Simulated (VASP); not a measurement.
## ZnS: single point with PBE0

The system is ZnS.

```xyz
2
Lattice="0.0000 2.6839 2.6839 2.6839 0.0000 2.6839 2.6839 2.6839 0.0000" Properties=species:S:1:pos:R:3 pbc="T T T"
Zn    4.0258    4.0258    4.0258
S     0.0000    0.0000    0.0000
```

```
Program             : VASP 6.6.1
Task                : single point
Functional          : PBE0
Potentials or basis : VASP PAW PBE potentials, release 64 (Zn, S)
Cutoff              : 520 eV
k mesh              : 5 × 5 × 5
Occupations         : fermi-dirac, width 0.05 eV
Spin                : no spin polarisation
```

```json
{"Pressure": "2.3 GPa", "Band gap on the k mesh": "4.13 eV"}
```

Levels at points of the mesh, in eV from the valence-band top:
```
           k point  band 6  band 7  band 8  band 9  band 10  band 11  band 12  band 13
(0.00, 0.00, 0.00)   -7.49    0.00    0.00    0.00     4.13     8.42     8.42     8.42
```

Run time: 8.5 min on 1 thread of Intel(R) Xeon(R) Platinum 8488C (Sapphire Rapids), with other jobs on the host, peak memory 0.17 GiB.

Caveat: the PAW data sets were made with another functional, which shifts forces and pressure a little.
